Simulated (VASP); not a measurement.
Here is a VASP 6.6.1 calculation.

POSCAR

```
Al3Cu
1.0
    2.9194043591      0.0000000000      0.0000000000
    0.0000000000      2.6281573685      0.0000000000
    0.0000000000      0.0000000000      7.5918631133
Al Cu
3 1
Direct
    0.0000000000      0.0000000000      0.5000000000
    0.5000000000      0.5000000000      0.2226430006
    0.5000000000      0.5000000000      0.7773569994
    0.0000000000      0.0000000000      0.0000000000
```

Contents of INCAR.step1:

```
ALGO = Normal
EDIFF = 1E-4
ENCUT = 520
GGA = PE
ISMEAR = 0
LASPH = T
LCHARG = F
LREAL = F
LWAVE = T
NBANDS = 18
NELM = 100
PREC = Accurate
SIGMA = 0.15
```

File INCAR.step2:

```
ALGO = Normal
EDIFF = 1E-7
ENCUT = 520
ISIF = 2
ISMEAR = 0
ISTART = 1
LASPH = T
LCHARG = F
LMIXTAU = T
LREAL = F
LWAVE = F
METAGGA = R2SCAN
NBANDS = 18
NELM = 100
PREC = Accurate
SIGMA = 0.15
```

KPOINTS

```
k-points
0
Gamma
  18 18 6
```

Potentials or basis: VASP PAW PBE potentials, release 64 (Al, Cu).

Run with:

```bash
$ cat potpaw_PBE.64/Al/POTCAR potpaw_PBE.64/Cu/POTCAR > POTCAR
$ cp INCAR.step1 INCAR
$ mpirun -np 1 vasp_std > vasp.out
$ cp INCAR.step2 INCAR
$ mpirun -np 1 vasp_std > vasp.out
```

**Question.** What does it give for the largest force?

**Answer.** 0.039 eV/Å.

**Question.** Predict the pressure.

**Answer.** 1.2 GPa.

**Question.** What does it give for the band gap on the k mesh?

**Answer.** Zero (bands 10 and 11 overlap by 6.86 eV).

Forces on the atoms (eV/Å):
```
Al   0.000  0.000  0.000
Al   0.000  0.000  0.039
Al   0.000  0.000 -0.039
Cu   0.000  0.000  0.000
```

Caveat: the cell differs from its parent crystal (strain +0.0525 x Voigt [1, -1, 0, 0, 0, 0]); the PAW data sets were made with another functional, which shifts forces and pressure a little.
